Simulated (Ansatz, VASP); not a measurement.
## Two plane-wave programs on Si5Ge

```
Si Ge
1.0
     3.87312    0.00000    0.00000
    -1.93656    3.35422    0.00000
     0.00000    0.00000    9.48482
Si Ge
5 1
Direct
  0.00000 0.00000 0.99675
  0.66667 0.33333 0.66653
  0.33333 0.66667 0.33668
  0.66667 0.33333 0.91530
  0.33333 0.66667 0.58463
  0.00000 0.00000 0.25011
```

Alike in both runs: task single point; functional PBE; k mesh 6 × 6 × 2; no spin polarisation.

|  | VASP | Ansatz |
| --- | --- | --- |
| version | VASP 6.6.1 | Ansatz 0.2.0 |
| potentials or method | VASP PAW PBE potentials, release 64 (Si, Ge_d) | plane waves, PAW |
| plane-wave cutoff (eV) | 520 | 420 |
| occupations | gaussian, width 0.01 eV | fixed |
| valence electrons in the cell | 34 | 34 |

```csv
,VASP,Ansatz,Ansatz less VASP
gap on the k mesh at the Fermi level (eV),0.65,0.65,-0.002
pressure (GPa),1.6,1.7,+0.09
"traceless stress, the component that is largest in VASP (GPa)",-0.26,-0.26,-0.002
rms of the force components (eV/Å),0.026,0.027,+0.0004
```

Atom by atom the forces differ by 0.001 eV/Å (rms over components).
